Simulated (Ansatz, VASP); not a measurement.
## Two plane-wave programs on Sn3GeSe

File INCAR:

```
SYSTEM = Sn3GeSe
  ALGO = Normal
  EDIFF = 1E-6
  ENCUT = 520
  GGA = PE
  ISIF = 2
  ISMEAR = 0
  LASPH = .True.
  LCHARG = .False.
  LREAL = .False.
  LWAVE = .False.
  NBANDS = 39
  NELM = 100
  PREC = Accurate
  SIGMA = 0.1
```

Contents of KPOINTS:

```
k-points
0
Gamma
  3 3 3
  0 0 0
```

The input POSCAR:

```
Sn3GeSe
1.0
    3.5891275300      2.0721837500      3.0373306600
   -3.5891275300      2.0721837500      3.0373306600
    0.0000000000     -4.1443674900      3.0373306600
Sn Ge Se
3 1 1
Direct
    0.5069299900      0.9987400200      0.5069299900
    0.5069299900      0.5069299900      0.9987400200
    0.9987400200      0.5069299900      0.5069299900
    0.0100000000      0.0100000000      0.0100000000
    0.5394300200      0.5394300200      0.5394300200
```

Input for Ansatz:

```yaml
crystal:
  lattice:
    - [3.58912753, 2.07218375, 3.03733066]
    - [-3.58912753, 2.07218375, 3.03733066]
    - [0.0, -4.14436749, 3.03733066]
  atoms:
    - { symbol: Sn, position: [0.50692999, 0.99874002, 0.50692999] }
    - { symbol: Sn, position: [0.50692999, 0.50692999, 0.99874002] }
    - { symbol: Sn, position: [0.99874002, 0.50692999, 0.50692999] }
    - { symbol: Ge, position: [0.01, 0.01, 0.01] }
    - { symbol: Se, position: [0.53943002, 0.53943002, 0.53943002] }
basis:
  ecutwfc: 420
kpoints:
  mp_grid: { grid: [3, 3, 3] }
hamiltonian:
  xc: pbe
scf:
  occupations: { method: gaussian, width: 0.1 }
  lower_state_search: "off"
output:
  forces: true
  stress: true
  eigenvalues: true
```

Change from the starting cell: species swapped into the CsGeI3 type (R3m, No. 160).

Alike in both runs: task single point; functional PBE; k mesh 3 × 3 × 3; occupations gaussian, width 0.1 eV; no spin polarisation.

|  | VASP | Ansatz |
| --- | --- | --- |
| version | VASP 6.6.1 | Ansatz 0.2.0 |
| potentials or method | VASP PAW PBE potentials, release 64 (Sn_d, Ge_d, Se), cutoff 520 eV | scalar-relativistic, plane waves, PAW |
| valence electrons in the cell | 62 | 72 |

Ansatz gave:

```
gap on the k mesh at the Fermi level (eV)                     : none
pressure (GPa)                                                : 13.1
traceless stress, the component that is largest in VASP (GPa) : -2.01
rms of the force components (eV/Å)                            : 1.926
```

What did VASP give for the same quantities?

gap on the k mesh at the Fermi level (eV): none; pressure (GPa): 13.1; traceless stress, the component that is largest in VASP (GPa): -2.04; rms of the force components (eV/Å): 1.935.

Atom by atom the forces differ by 0.009 eV/Å (rms over components). A gap of «none» marks a metal or a gap that the smearing closes. With one functional, cell and mesh, what is left measures potentials, basis and numerics. VASP's potentials hold 62 valence electrons a cell and Ansatz's 72, so a difference there can come from the potentials and not from the codes.

The k mesh is coarse, so the values compare programs but aren't converged.
